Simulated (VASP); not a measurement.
Wanted: the native input for a VASP 6.6.1 run.

```
Task                   : relaxation of the atoms
Functional             : r2SCAN
Potentials or basis    : VASP PAW PBE potentials, release 64 (Mo_sv, S)
Cutoff                 : 520 eV
k mesh                 : 8 × 8 × 8
Occupations            : gaussian, width 0.01 eV
Spin                   : no spin polarisation
Dipole correction      : no
Further INCAR settings : ALGO = Normal; EDIFF = 1e-06; IBRION = 2; EDIFFG = -0.002; NSW = 100
```

The system is MoS2.

```
CELL_PARAMETERS angstrom
1.60311 0.92555 6.54033
-1.60311 0.92555 6.54033
0.00000 -1.85111 6.54033
ATOMIC_POSITIONS crystal
Mo 0.00011 0.00011 0.00011
S 0.25381 0.25381 0.25381
S 0.41308 0.41308 0.41308
```

One way to write it, as run:

POSCAR

```
MoS2
1.0
    1.6031059165      0.9255536324      6.5403263336
   -1.6031059165      0.9255536324      6.5403263336
    0.0000000000     -1.8511072649      6.5403263336
Mo S
1 2
Direct
    0.0001059275      0.0001059275      0.0001059275
    0.2538110195      0.2538110195      0.2538110195
    0.4130830530      0.4130830530      0.4130830530
```

INCAR.step1

```
SYSTEM = MoS2
PREC     = Accurate       ! precision mode
ENCUT    = 520            ! plane-wave cutoff, eV
ISMEAR   = 0              ! smearing method
SIGMA    = 0.01           ! smearing width, eV
LREAL    = .False.        ! projectors in reciprocal space
LASPH    = .True.         ! aspherical terms in the spheres
NELM     = 100            ! most SCF steps
GGA      = PE             ! functional
ALGO     = Normal         ! electronic algorithm
EDIFF    = 1E-4           ! SCF threshold, eV
LWAVE    = .True.         ! write WAVECAR
LCHARG   = .False.        ! write CHGCAR
```

INCAR.step2

```
SYSTEM = MoS2
PREC     = Accurate       ! precision mode
ENCUT    = 520            ! plane-wave cutoff, eV
EDIFF    = 1E-6           ! SCF threshold, eV
ISMEAR   = 0              ! smearing method
SIGMA    = 0.01           ! smearing width, eV
LREAL    = .False.        ! projectors in reciprocal space
LASPH    = .True.         ! aspherical terms in the spheres
NELM     = 100            ! most SCF steps
ALGO     = Normal         ! electronic algorithm
ISIF     = 2              ! what is computed and relaxed
LWAVE    = .False.        ! write WAVECAR
LCHARG   = .False.        ! write CHGCAR
METAGGA  = R2SCAN         ! meta-GGA
LMIXTAU  = .True.       
IBRION   = 2              ! ionic algorithm
NSW      = 100            ! ionic steps
EDIFFG   = -0.002         ! ionic threshold
ISTART   = 1
```

KPOINTS

```
Automatic mesh
0
Gamma
  8 8 8
  0 0 0
```

Potentials or basis: VASP PAW PBE potentials, release 64 (Mo_sv, S).

Run with:

```console
$ cat potpaw_PBE.64/Mo_sv/POTCAR potpaw_PBE.64/S/POTCAR > POTCAR
$ cp INCAR.step1 INCAR
$ mpirun -np 1 vasp_std > vasp.out
$ cp INCAR.step2 INCAR
$ mpirun -np 1 vasp_std > vasp.out
```

Results of the run:

```json
{"Energy gained by relaxing": "1.7 meV/atom", "Ionic steps": "5", "Pressure after relaxing": "-1.2 GPa", "Band gap on the k mesh": "1.24 eV (least direct gap 2.01 eV)"}
```

Caveat: the PAW data sets were made with another functional, which shifts forces and pressure a little.

It took 78 min on 1 thread of Oxide Virtual Turin-like Processor, with other jobs on the host, peak memory 0.45 GiB.
